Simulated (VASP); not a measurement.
A run of VASP 6.6.1:

The input INCAR:

```
  ALGO = Fast
  EDIFF = 1E-6
  ENCUT = 520
  GGA = PE
  ISIF = 2
  ISMEAR = 0
  LASPH = True
  LCHARG = False
  LREAL = False
  LWAVE = False
  NBANDS = 36
  NELM = 80
  PREC = Accurate
  SIGMA = 0.1
```

Contents of KPOINTS:

```
k-points
0
Gamma
  6 6 12
```

The input POSCAR:

```
Bi2TeO3
1.0
    6.2798375038      0.0000000000      0.0000000000
   -3.1399187519      5.4384988100      0.0000000000
    0.0000000000      0.0000000000      3.2281466735
Bi Te O
2 1 3
Direct
    0.3333333333      0.6666666667      0.0000000000
    0.6666666667      0.3333333333      0.0000000000
    0.0000000000      0.0000000000      0.0000000000
    0.5000000000      0.0000000000      0.5000000000
    0.5000000000      0.5000000000      0.5000000000
    0.0000000000      0.5000000000      0.5000000000
```

Potentials or basis: VASP PAW PBE potentials, release 64 (Bi_d, Te, O).

Command:

```bash
$ cat potpaw_PBE.64/Bi_d/POTCAR potpaw_PBE.64/Te/POTCAR potpaw_PBE.64/O/POTCAR > POTCAR
$ mpirun -np 1 vasp_std > vasp.out
```

Hardware: 1 thread of Oxide Virtual Turin-like Processor (shared host).

Task: How long does it take, and how much memory?

Result: Wall time 4.7 min on 1 thread of Oxide Virtual Turin-like Processor, with other jobs on the host, peak memory 0.3 GiB. Counts: scf iterations 16, k points 49.
